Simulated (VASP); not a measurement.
Here is a VASP 6.6.1 calculation.

File INCAR:

```
PREC = Accurate
ENCUT = 520
EDIFF = 1E-6
ISMEAR = 0
SIGMA = 0.1
LREAL = F
LASPH = T
NELM = 80
ALGO = Normal
ISIF = 2
LWAVE = F
LCHARG = F
GGA = PE
NBANDS = 34
```

File KPOINTS:

```
regular mesh
0
Gamma
  4 4 4
```

POSCAR

```
Ga3O2
1.0
    3.8656899400      0.0000000000      0.0000000000
    0.0000000000      3.8656899400      0.0000000000
    0.0000000000      0.0000000000      6.0035560100
Ga O
3 2
Direct
    0.0000000000      0.0000000000      0.6474508500
    0.0000000000      0.0000000000      0.3525491500
    0.5000000000      0.5000000000      0.5000000000
    0.0000000000      0.0000000000      0.1250947700
    0.0000000000      0.0000000000      0.8749052300
```

Potentials or basis: VASP PAW PBE potentials, release 64 (Ga_d, O).

Command:

```sh
$ cat potpaw_PBE.64/Ga_d/POTCAR potpaw_PBE.64/O/POTCAR > POTCAR
$ mpirun -np 1 vasp_std > vasp.out
```

Problem. Estimate the pressure.

Solution. 71.0 GPa.

Problem. What does it give for the largest force?

Solution. 25.538 eV/Å.

Forces on the atoms (eV/Å):
```
Ga    0.000   0.000  -9.422
Ga    0.000   0.000   9.422
Ga    0.000   0.000   0.000
O     0.000   0.000 -25.538
O     0.000   0.000  25.538
```

Caveat: the k points lie up to 0.41 Å⁻¹ apart; an odd number of electrons without spin polarisation forces a metal; a magnetic or distorted state may lie lower.
